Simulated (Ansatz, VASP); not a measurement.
# HfO2 in VASP and in Ansatz

```
Hf O
1.0
     0.00000    2.55750    2.55750
     2.55750    0.00000    2.55750
     2.55750    2.55750    0.00000
Hf O
1 2
Direct
  0.00000 0.00000 0.00000
  0.75000 0.75000 0.75000
  0.25000 0.25000 0.25000
```

Alike in both runs: task relaxation of cell and atoms; functional PBE; k mesh 9 × 9 × 9; occupations fermi-dirac, width 0.05 eV; no spin polarisation; Hubbard terms Hf d U = 3.5 eV.

```csv
,VASP,Ansatz
version,VASP 6.6.1,Ansatz 0.2.0
potentials or method,"VASP PAW PBE potentials, release 64 (Hf_pv, O)",Ansatz PAW
plane-wave cutoff (eV),600,420
valence electrons in the cell,22,38
```

```tsv
	VASP	Ansatz	Ansatz less VASP
relaxed volume (Å³/atom)	11.29	11.27	-0.017
relaxed cell length with the largest relative difference (Å)	3.632	3.630	-0.0018
```

The programs project onto different local orbitals, so the same U acts differently, and such runs can settle in different states. VASP's potentials hold 22 valence electrons a cell and Ansatz's 38, so a difference there can come from the potentials and not from the codes.

Neither program's run includes spin-orbit coupling. Noted on Ansatz's run: odd divisions of the mesh miss points on the zone boundary, where band edges often lie, so the gap on the mesh can be too wide; the plane-wave basis is chosen anew once the cell has moved, so the energies of steps on either side of that aren't comparable.
